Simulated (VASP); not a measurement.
Input of a VASP 6.6.1 run:

Contents of INCAR:

```
ALGO     = Normal         # electronic algorithm
EDIFF    = 1E-7           # SCF threshold, eV
ENCUT    = 520            # plane-wave cutoff, eV
GGA      = PE             # functional
ISIF     = 2              # what is computed and relaxed
ISMEAR   = -1             # smearing method
LASPH    = True           # aspherical terms in the spheres
LCHARG   = True           # write CHGCAR
LELF     = True           # ELF
LREAL    = Auto         
LVHAR    = True         
LWAVE    = False          # write WAVECAR
NBANDS   = 74             # bands
NELM     = 100            # most SCF steps
PREC     = Accurate       # precision mode
SIGMA    = 0.02           # smearing width, eV
```

The input KPOINTS:

```
k-points
0
Gamma
  2 2 1
```

File POSCAR:

```
Si10H5Cl
1.0
    7.6791800000      0.0000000000      0.0000000000
    0.0000000000      7.6791800000      0.0000000000
    0.0000000000      0.0000000000     18.2543620000
H Si Cl
10 20 2
Direct
    0.4093920184      0.0000000000      0.0547814270
    0.0906079816      0.0000000000      0.0547814270
    0.9093920184      0.0000000000      0.0547814270
    0.5906079816      0.0000000000      0.0547814270
    0.4093920184      0.5000000000      0.0547814270
    0.0906079816      0.5000000000      0.0547814270
    0.9093920184      0.5000000000      0.0547814270
    0.5906079816      0.5000000000      0.0547814270
    0.2518083962      0.4670177024      0.4708647719
    0.7516250433      0.4991841577      0.4697925351
    0.2500000000      0.0000000000      0.1021948069
    0.7500000000      0.0000000000      0.1021948069
    0.2500000000      0.5000000000      0.1021948069
    0.7500000000      0.5000000000      0.1021948069
    0.2550251459      0.2497310911      0.1740329243
    0.7560824203      0.2501143351      0.1732645052
    0.2516271269      0.7515642295      0.1794497666
    0.7526263221      0.7505094294      0.1787156955
    0.0064069341      0.2516682771      0.2469717101
    0.5088010699      0.2529753177      0.2458549359
    0.0019541149      0.7542977245      0.2567668484
    0.5046541428      0.7529551332      0.2556369267
    0.0064525119      0.0133277251      0.3296454294
    0.5223816866      0.0124860988      0.3261320774
    0.0010439917      0.4932462841      0.3260617928
    0.5036277311      0.4934817259      0.3258364768
    0.2765575231      0.1053568220      0.3884850098
    0.7685277595      0.1090104673      0.4004032570
    0.2524339838      0.4159251378      0.3916772879
    0.7518541042      0.4214354918      0.3944205226
    0.4415868621      1.0756614639      0.4924237834
    0.8990422154      1.0647326928      0.5021193838
```

Potentials or basis: VASP PAW PBE potentials, release 64 (H, Si, Cl).

The run is started by

```bash
$ cat potpaw_PBE.64/H/POTCAR potpaw_PBE.64/Si/POTCAR potpaw_PBE.64/Cl/POTCAR > POTCAR
$ mpirun -np 1 vasp_std > vasp.out
```

(1) What does it give for the largest force?

(2) Estimate the band gap on the k mesh.

## Answers

(1) 1.224 eV/Å.

(2) 1.40 eV (least direct gap 1.57 eV).
